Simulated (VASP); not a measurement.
Crystal: GaP (rocksalt type).

```
Ga P
1.0
     0.00000    2.58047    2.58047
     2.58047    0.00000    2.58047
     2.58047    2.58047    0.00000
Ga P
1 1
Cartesian
  0.0000 0.0000 0.0000
  2.5805 2.5805 2.5805
```

Base run:

- Program: VASP 6.6.1
- Functional: PBEsol
- Potentials or basis: VASP PAW PBE potentials, release 64 (Ga_d, P)
- Cutoff: 520 eV
- k mesh: 12 × 12 × 12
- Occupations: fermi-dirac, width 0.05 eV
- Spin: no spin polarisation

Its results: band gap on the k mesh zero (band 9 reaches 6.85 eV, above the bottom of band 10 at 3.63 eV); pressure -3.6 GPa.

Question: The run is repeated on the same cell with these changes: functional from PBEsol to PBE. What comes out?

Answer: Band gap on the k mesh zero (band 9 reaches 6.93 eV, above the bottom of band 10 at 3.74 eV); pressure 0.1 GPa.

PBE binds less tightly than PBEsol, so the same cell stands under more pressure.

Caveats: the PAW data sets were made with another functional, which shifts forces and pressure a little (some runs).
